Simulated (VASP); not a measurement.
Si3As:

```
Si As
1.0
     3.28334    0.00000    0.00000
     0.00000    3.28334    0.00000
     0.00000    0.00000    6.34061
Si As
3 1
Direct
  0.50000 0.50000 0.23654
  0.50000 0.50000 0.76346
  0.00000 0.00000 0.50000
  0.00000 0.00000 0.00000
```

The cell was generated, and may not be a known phase.

```yaml
Program: VASP 6.6.1
Task: relaxation of cell and atoms
Functional: PBE
Potentials_or_basis: VASP PAW PBE potentials, release 64 (Si, As_d)
Cutoff: 510 eV
k_mesh: 6 × 6 × 4
Occupations: gaussian, width 0.1 eV
Spin: no spin polarisation
```

At the start: pressure -4.5 GPa; volume 17.09 Å³/atom.

Where does the relaxation end?

Over 12 steps the energy falls by 62.0 meV/atom and the volume is 15.98 Å³/atom (-6.5 %); space group P4/mmm (No. 123, to 0.1 Å) before and after.

Step by step:
```
step  energy change (eV)  largest force (eV/Å)  pressure (GPa)  volume (Å³)
   1              0.0000                0.3409           -4.50        68.35
   2             -0.0958                0.4524           -0.05        63.71
   3             -0.0976                0.4961            0.83        62.99
   4             -0.1238                0.4251            0.74        62.91
   5             -0.1863                0.4690            0.94        62.66
   6             -0.1975                0.4562            3.27        62.08
   7             -0.2044                0.4256            1.23        62.51
   8             -0.2335                0.1751            1.89        62.30
   9             -0.2287                0.0611            2.51        62.19
  10             -0.2345                0.1055            2.07        62.27
  11             -0.2326                0.0491           -2.28        65.77
  12             -0.2480                0.0274           -0.16        63.90
```

Final structure:
```
Si As
1.0
     3.30358    0.00000    0.00000
     0.00000    3.30358    0.00000
     0.00000    0.00000    5.85533
Si As
3 1
Direct
  0.50000 0.50000 0.28058
  0.50000 0.50000 0.71942
  0.00000 0.00000 0.50000
  0.00000 0.00000 0.00000
```

Caveat: the highest band is partly filled, so the run has too few bands.
